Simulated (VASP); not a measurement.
A run of VASP 6.6.1 is set up as follows.

The input INCAR:

```
ALGO = Normal
EDIFF = 1E-6
ENCUT = 1000
GGA = PE
GGA_COMPAT = F
ISIF = 2
ISMEAR = -1
IVDW = 12
LASPH = T
LCHARG = T
LELF = T
LREAL = Auto
LVHAR = T
LWAVE = F
NBANDS = 82
NELM = 120
PREC = Accurate
SIGMA = 0.05
```

Contents of KPOINTS:

```
k-points
0
Gamma
  1 1 1
```

POSCAR

```
H3CCl
1.0
    8.3815160000      0.0000000000      0.0000000000
    0.0000000000      8.3815160000      0.0000000000
    0.0000000000      0.0000000000      8.3815160000
C Cl H
8 8 24
Direct
    0.1890605033      0.0660608153      0.7098876673
    0.1350300975      0.6162607848      0.9027695789
    0.8159790864      0.1110114981      0.0791337725
    0.7287233249      0.6791089121      0.4256949272
    0.2171570371      0.5282359629      0.3504685676
    0.5550488751      0.5267783019      0.8929888624
    0.2517429087      0.1219971392      0.2758443082
    0.8232611060      0.3160183783      0.6505719779
    0.4047477500      0.0681768392      0.7193799821
   -0.0416798483      0.6249453297      1.0247270909
    0.7981325912      0.1050232514      0.2941202634
    0.8282132049      0.7015899810      0.6158622121
    0.3159102757      0.4714155747      0.5329775504
    0.5280535608      0.6128557183      1.0864798143
    0.3100716328     -0.0661910406      0.1933891408
    0.8119992670      0.1014922722      0.6733979340
    0.1509926174      0.1835572448      0.6685023134
    0.1520802250     -0.0264812378      0.6255180571
    0.1421330582      0.0405505969      0.8291817294
    0.2153552448      0.7129130569      0.9404761642
    0.1912736177      0.5001168328      0.9215389779
    0.0985841476      0.6294949536      0.7774745284
    0.8182076154      0.2361907569      0.0427787815
    0.9269409271      0.0502370202      0.0463241055
    0.7130687808      0.0490691169      0.0280405740
    0.6088702237      0.6331851244      0.4489678274
    0.7239913441      0.7968554878      0.3684595924
    0.7973736111      0.5938869638      0.3534164614
    0.2084275307      0.6584333304      0.3468365157
    0.2910951830      0.4859293918      0.2513231753
    0.0984788949      0.4732011152      0.3489650506
    0.4714160631      0.5836954485      0.8105855444
    0.6772912002      0.5526921301      0.8563345636
    0.5331688970      0.3982415526      0.9007705326
    0.2529028620      0.2104344245      0.1786542951
    0.1309657630      0.1096222175      0.3248349228
    0.3379772636      0.1545158286      0.3694119185
    0.7042187079      0.3587628669      0.6185644699
    0.8635403900      0.3679726854      0.7631808048
    0.9082400587      0.3412737731      0.5549311445
```

Potentials or basis: VASP PAW PBE potentials, release 64 (C_h, Cl, H_h).

Launch:

```bash
$ cat potpaw_PBE.64/C_h/POTCAR potpaw_PBE.64/Cl/POTCAR potpaw_PBE.64/H_h/POTCAR > POTCAR
$ mpirun -np 1 vasp_gam > vasp.out
```

(1) Estimate the band gap on the k mesh.

(2) Estimate the pressure.

## Answers

(1) 5.60 eV.

(2) -0.6 GPa.

Caveat: the k points lie up to 0.75 Å⁻¹ apart.
